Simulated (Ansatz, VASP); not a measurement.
**Two plane-wave programs on Si2Ni**

```xyz
9
Lattice="2.6957 -2.6957 0.0000 2.6957 0.0000 -2.6957 5.9688 5.9688 5.9688" Properties=species:S:1:pos:R:3 pbc="T T T"
Si    5.8408    0.4494    0.4494
Si    3.1451   -2.2463    0.4494
Si    5.8408    3.1451    3.1451
Si    8.5365    3.1451    3.1451
Si    5.8408    0.4494    3.1451
Si    3.1451    0.4494    0.4494
Ni    4.4929    1.7972    1.7972
Ni    4.4929   -0.8985   -0.8985
Ni    7.1886    1.7972    4.4929
```

Alike in both runs: task single point; functional PBEsol; k mesh 14 × 14 × 5; occupations gaussian, width 0.15 eV; no spin polarisation.

|  | VASP | Ansatz |
| --- | --- | --- |
| version | VASP 6.6.1 | Ansatz 0.2.0 |
| potentials or method | VASP PAW PBE potentials, release 64 (Si, Ni), cutoff 520 eV | scalar-relativistic, plane waves, PAW |
| valence electrons in the cell | 54 | 78 |

|  | VASP | Ansatz | Ansatz less VASP |
| --- | --- | --- | --- |
| gap on the k mesh at the Fermi level (eV) | none | none | - |
| pressure (GPa) | -4.3 | -4.5 | -0.17 |
| traceless stress, the component that is largest in VASP (GPa) | -0.13 | -0.11 | +0.022 |
| rms of the force components (eV/Å) | 0.212 | 0.211 | -0.0010 |

VASP's potentials were made for PBE, not for PBEsol. Atom by atom the forces differ by 0.005 eV/Å (rms over components). A gap of «none» marks a metal or a gap that the smearing closes. With one functional, cell and mesh, what is left measures potentials, basis and numerics. VASP's potentials hold 54 valence electrons a cell and Ansatz's 78, so a difference there can come from the potentials and not from the codes.
